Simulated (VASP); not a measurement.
Here is a VASP 6.6.1 calculation.

INCAR

```
SYSTEM = BN
ALGO = Normal
EDIFF = 1E-6
ENCUT = 520
GGA = PE
ISIF = 2
ISMEAR = 0
LASPH = .TRUE.
LCHARG = .FALSE.
LREAL = .FALSE.
LWAVE = .FALSE.
NBANDS = 36
NELM = 100
PREC = Accurate
SIGMA = 0.05
```

The input KPOINTS:

```
k-points
0
G
  10 10 2
  0 0 0
```

The input POSCAR:

```
BN
1.0
    1.8123485118     -1.8123485118      0.0000000000
    1.8123485118      0.0000000000     -1.8123485118
    9.6659795530      6.0411012946      6.0411012946
B N
6 6
Direct
    0.7361201400     -0.2638798600      0.3958000000
    0.1805701400      0.1805701400      0.2291333333
    0.2916701400      0.2916701400      0.5624666667
    0.4027701400      0.4027701400      0.8958000000
   -0.1527798600     -0.1527798600      0.7291333333
    0.6250201400      0.6250201400      0.0624666667
    0.3750076400      0.3750076400      0.4374666667
   -0.1805423600     -0.1805423600      0.2708000000
   -0.0694423600     -0.0694423600      0.6041333333
    0.0416576400      0.0416576400      0.9374666667
   -0.5138923600     -0.5138923600      0.7708000000
    0.2639076400      0.2639076400      0.1041333333
```

Potentials or basis: VASP PAW PBE potentials, release 64 (B, N).

The run is started by

```sh
$ cat potpaw_PBE.64/B/POTCAR potpaw_PBE.64/N/POTCAR > POTCAR
$ mpirun -np 1 vasp_std > vasp.out
```

**Question.** What does it give for the pressure?

**Answer.** -0.3 GPa.

**Question.** Estimate the band gap on the k mesh.

**Answer.** 2.51 eV (least direct gap 4.05 eV).

**Question.** What does it give for the largest force?

**Answer.** 1.667 eV/Å.

Stress tensor (GPa, compression positive):
```
-0.31  5.65  5.65
 5.65 -0.31  5.65
 5.65  5.65 -0.31
```

Caveat: the cell differs from its parent crystal (the part above a cut slid along it); forces of over 1 eV/Å act on the atoms, so gaps and moduli don't describe the material at rest. A k mesh can miss the band edges.
